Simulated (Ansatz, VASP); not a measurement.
## One calculation of PdBr3, two programs

```
CELL_PARAMETERS angstrom
4.63776 0.00000 0.00000
0.00000 4.63776 0.00000
0.00000 0.00000 4.63776
ATOMIC_POSITIONS crystal
Pd 0.00000 0.00000 0.00000
Br 0.00000 0.50000 0.50000
Br 0.50000 0.00000 0.50000
Br 0.50000 0.50000 0.00000
```

Alike in both runs: functional PBE; k mesh 10 × 10 × 10; occupations gaussian, width 0.1 eV; collinear spin.

Ansatz relaxed the structure, and its values are those at the end. VASP's run is a single point on that final structure, the one shown.

|  | VASP | Ansatz |
| --- | --- | --- |
| version | VASP 6.6.1 | Ansatz 0.2.0 |
| potentials or method | VASP PAW PBE potentials, release 64 (Pd, Br), cutoff 520 eV | scalar-relativistic, plane waves, PAW |
| valence electrons in the cell | 31 | 39 |

```csv
,VASP,Ansatz,Ansatz less VASP
gap on the k mesh at the Fermi level (eV),none,none,-
pressure (GPa),0.1,0.0,-0.05
net moment per atom (μB),0.71,0.69,-0.015
size of the moment on the site where the two differ most (μB),0.56,0.64,+0.081
```

Site moments also hang on the region over which each program counts them. A gap of «none» marks a metal or a gap that the smearing closes. The functional is the same, so the differences come from potentials, cutoffs and numerics. VASP's potentials hold 31 valence electrons a cell and Ansatz's 39, so a difference there can come from the potentials and not from the codes.
